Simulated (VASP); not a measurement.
# FeCo (Pm-3m) in VASP: notebook, part 2 of 2

VASP 6.6.1. The steps go on from the part before.

**5. Single point, PBE, collinear spin, ferrimagnetic start**

INCAR reads:

```
SYSTEM = FeCo
PREC     = Accurate       ! precision mode
ENCUT    = 600            ! plane-wave cutoff, eV
EDIFF    = 1E-6           ! SCF threshold, eV
ISMEAR   = 1              ! smearing method
SIGMA    = 0.05           ! smearing width, eV
LREAL    = .False.        ! projectors in reciprocal space
LASPH    = .True.         ! aspherical terms in the spheres
NELM     = 200            ! most SCF steps
ALGO     = Normal         ! electronic algorithm
ISIF     = 2              ! what is computed and relaxed
LWAVE    = .False.        ! write WAVECAR
LCHARG   = .False.        ! write CHGCAR
ISPIN    = 2              ! spin polarisation
MAGMOM   = 3.5 -2.5       ! initial moments
LORBIT   = 11             ! projections on sites
LMAXMIX  = 4              ! l up to which the mixer works
GGA      = PE             ! functional
NBANDS   = 20             ! bands
GGA_COMPAT= .False.
```

KPOINTS reads:

```
Automatic mesh
0
Gamma
  8 8 8
  0 0 0
```

POSCAR reads:

```
FeCo
1.0
    2.8570000000      0.0000000000      0.0000000000
    0.0000000000      2.8570000000      0.0000000000
    0.0000000000      0.0000000000      2.8570000000
Fe Co
1 1
Direct
    0.5000000000      0.5000000000      0.5000000000
    0.0000000000      0.0000000000      0.0000000000
```

Potentials or basis: VASP PAW PBE potentials, release 64 (Fe, Co).

Run with:

```
> cat potpaw_PBE.64/Fe/POTCAR potpaw_PBE.64/Co/POTCAR > POTCAR
> mpirun -np 1 vasp_std > vasp.out
```

OUTCAR:

```text
SYSTEM = FeCo
   PREC = Accurate
   ENCUT = 600
   EDIFF = 1E-6
   ISMEAR = 1
   LREAL = .False.
   LASPH = .True.
   NELM = 200
   ISIF = 2
   ISPIN = 2
   LORBIT = 11
   GGA = PE

 ion  position               nearest neighbor table
   1  0.500  0.500  0.500-   2 2.47   2 2.47   2 2.47   2 2.47   2 2.47   2 2.47   2 2.47   2 2.47

   2  0.000  0.000  0.000-   1 2.47   1 2.47   1 2.47   1 2.47   1 2.47   1 2.47   1 2.47   1 2.47

  LATTYP: Found a simple cubic cell.
 ALAT       =     2.8570000000

  Lattice vectors:

 A1 = (   2.8570000000,   0.0000000000,   0.0000000000)
 A2 = (   0.0000000000,   2.8570000000,   0.0000000000)
 A3 = (   0.0000000000,   0.0000000000,   2.8570000000)

Analysis of symmetry for initial positions (statically):
=====================================================================
 Subroutine PRICEL returns:
 Original cell was already a primitive cell.

 Routine SETGRP: Setting up the symmetry group for a
 simple cubic supercell.

 Subroutine GETGRP returns: Found 48 space group operations
 (whereof 48 operations were pure point group operations)
 out of a pool of 48 trial point group operations.
[... 746 lines left out ...]
  band No.  band energies     occupation
      1      -0.9582      1.00000
      2       3.1581      1.00000
      3       3.1581      1.00000
      4       5.4909      1.00000
      5       5.4909      1.00000
      6       5.4909      1.00000
[... 541 lines left out ...]
     19      32.0345      0.00000
     20      32.2796      0.00000

 [... further k-points ...]
[... 5 lines left out ...]
  --------------------------------------------------------------------------------------
  -------------------------------------------------------------------------------------
  Total       -2.0678962     -2.0678962     -2.0678962     -0.0000000     -0.0000000     -0.0000000
  in kB     -142.0720320   -142.0720320   -142.0720320     -0.0000000     -0.0000000     -0.0000000
  external PRESSURE =    -142.0720320 kB  Pullay stress =       0.0000000 kB

 VOLUME and BASIS-vectors are now :
 -----------------------------------------------------------------------------
  energy-cutoff  :      600.00
  volume of cell :       23.32
      direct lattice vectors                 reciprocal lattice vectors
     2.857000000  0.000000000  0.000000000     0.350017501  0.000000000  0.000000000
     0.000000000  2.857000000  0.000000000     0.000000000  0.350017501  0.000000000
     0.000000000  0.000000000  2.857000000     0.000000000  0.000000000  0.350017501

 POSITION                                       TOTAL-FORCE (eV/Angst)
 -----------------------------------------------------------------------------------
      1.42850      1.42850      1.42850         0.000000      0.000000      0.000000
      0.00000      0.00000      0.00000         0.000000      0.000000      0.000000
 -----------------------------------------------------------------------------------
    total drift:                                0.000000      0.000000     -0.000000

  FREE ENERGIE OF THE ION-ELECTRON SYSTEM (eV)
  ---------------------------------------------------
  free  energy   TOTEN  =       -14.2605310275 eV

  energy  without entropy=      -14.2616274288  energy(sigma->0) =      -14.26089649

 total charge

# of ion       s       p       d       tot
------------------------------------------
    1        0.450   0.488   6.233   7.171
    2        0.484   0.487   7.206   8.177
--------------------------------------------------
tot          0.933   0.975  13.439  15.347

 magnetization (x)

# of ion       s       p       d       tot
------------------------------------------
    1        0.009   0.010   0.986   1.005
    2       -0.027  -0.022  -1.269  -1.318
--------------------------------------------------
tot         -0.018  -0.012  -0.283  -0.312
```

Run time: 3.5 min. Hardware: 1 thread of Intel Xeon 8259CL, shared host; peak memory 0.18 GiB.

Results:

| Property | Result |
| --- | --- |
| Free energy | -14.2605 eV |
| Pressure | -14.2 GPa |
| Net moment | -0.31 μB per cell |
| Site moments | Fe +1.00; Co -1.32 μB |
| Valence electrons inside the program's atomic spheres | Fe 7.17; Co 8.18 |

Levels at points of the mesh, in eV from the Fermi level:
Spin up:
| k point | band 5 | band 6 | band 7 | band 8 | band 9 | band 10 | band 11 | band 12 |
| --- | --- | --- | --- | --- | --- | --- | --- | --- |
| (0.00, 0.00, 0.00) | -1.69 | -1.69 | 0.00 | 0.00 | 0.58 | 0.58 | 0.58 | 9.59 |
| (0.50, 0.00, 0.00) | -1.44 | -1.44 | -1.17 | -1.17 | -0.68 | -0.48 | 0.65 | 1.18 |
| (0.50, 0.50, 0.00) | -0.39 | -0.25 | 0.12 | 0.38 | 0.38 | 0.53 | 0.83 | 0.83 |
| (0.50, 0.50, 0.50) | -2.52 | -2.52 | -0.22 | -0.22 | 0.56 | 0.56 | 8.39 | 8.39 |
Spin down:
| k point | band 4 | band 5 | band 6 | band 7 | band 8 | band 9 | band 10 | band 11 | band 12 | band 13 |
| --- | --- | --- | --- | --- | --- | --- | --- | --- | --- | --- |
| (0.00, 0.00, 0.00) | -1.97 | -1.97 | -1.97 | -0.29 | -0.29 | 0.84 | 0.84 | 0.84 | 9.59 | 9.59 |
| (0.50, 0.00, 0.00) | -2.04 | -2.04 | -1.42 | -1.42 | -0.60 | -0.60 | -0.43 | 0.25 | 1.62 | 16.46 |
| (0.50, 0.50, 0.00) | -2.89 | -1.45 | -0.93 | 0.11 | 0.36 | 0.36 | 0.90 | 0.97 | 0.97 | 7.07 |
| (0.50, 0.50, 0.50) | -2.28 | -2.28 | -2.28 | -1.42 | -1.42 | 0.94 | 0.94 | 8.25 | 8.25 | 8.25 |

Caveat: the cell stands under tension.

**6. Single point, PBE, collinear spin, ferrimagnetic start**

INCAR reads:

```
PREC = Accurate ; ENCUT = 600
EDIFF = 1E-6 ; ISMEAR = 1
SIGMA = 0.025 ; LREAL = F
LASPH = T ; NELM = 200
ALGO = Normal ; ISIF = 2
LWAVE = F ; LCHARG = F
ISPIN = 2 ; MAGMOM = 3.5 -2.5
LORBIT = 11 ; LMAXMIX = 4
GGA = PE ; NBANDS = 20
GGA_COMPAT = F
```

KPOINTS reads:

```
Automatic mesh
0
Gamma
  8 8 8
```

POSCAR is that of step 5.

Potentials or basis: VASP PAW PBE potentials, release 64 (Fe, Co).

Run with:

```
> cat potpaw_PBE.64/Fe/POTCAR potpaw_PBE.64/Co/POTCAR > POTCAR
> mpirun -np 1 vasp_std > vasp.out
```

Wall time 2.6 min (1 thread of Intel Xeon 8259CL, shared host); peak memory 0.17 GiB.

Results (log left out):

```
Free energy                                           : -14.2607 eV
Pressure                                              : -14.2 GPa
Net moment                                            : -0.26 μB per cell
Site moments                                          : Fe +1.05; Co -1.31 μB
Valence electrons inside the program's atomic spheres : Fe 7.17; Co 8.18
```

Levels at points of the mesh, in eV from the Fermi level:
Spin up:
```
           k point  band 4  band 5  band 6  band 7  band 8  band 9  band 10  band 11  band 12  band 13
(0.00, 0.00, 0.00)   -1.70   -1.70   -1.70   -0.02   -0.02    0.58     0.58     0.58     9.59     9.59
(0.50, 0.00, 0.00)   -1.53   -1.45   -1.45   -1.16   -1.16   -0.69    -0.47     0.63     1.18    16.53
(0.50, 0.50, 0.00)   -2.73   -0.41   -0.28    0.11    0.38    0.38     0.52     0.83     0.83     7.09
(0.50, 0.50, 0.50)   -2.52   -2.52   -2.52   -0.25   -0.25    0.56     0.56     8.39     8.39     8.39
```
Spin down:
| k point | band 6 | band 7 | band 8 | band 9 | band 10 | band 11 |
| --- | --- | --- | --- | --- | --- | --- |
| (0.00, 0.00, 0.00) | -1.96 | -0.27 | -0.27 | 0.85 | 0.85 | 0.85 |
| (0.50, 0.00, 0.00) | -1.41 | -1.39 | -0.59 | -0.59 | -0.41 | 0.27 |
| (0.50, 0.50, 0.00) | -0.91 | 0.14 | 0.36 | 0.36 | 0.93 | 0.98 |
| (0.50, 0.50, 0.50) | -2.27 | -1.40 | -1.40 | 0.97 | 0.97 | 8.25 |

Caveat: the cell stands under tension.

**7. Summary**

| smearing | gap on the mesh (eV) | pressure (GPa) | moment (μB) |
| --- | --- | --- | --- |
| methfessel-paxton 0.25 eV | none | -14.7 | 0.35 |
| methfessel-paxton 0.15 eV | none | -14.6 | 0.35 |
| methfessel-paxton 0.1 eV | none | -14.0 | 0.33 |
| methfessel-paxton 0.05 eV | none | -14.2 | 0.31 |
| methfessel-paxton 0.025 eV | none | -14.2 | 0.26 |

Alike in all rows: task single point; level PBE; potentials or basis VASP PAW PBE potentials, release 64 (Fe, Co); spin collinear, ferrimagnetic start; cell as given; k mesh 8 × 8 × 8; cutoff (eV) 600.

Caveats: the cell stands under tension.

Total energies depend on the potentials used, so only differences within one code and one set of settings carry meaning.
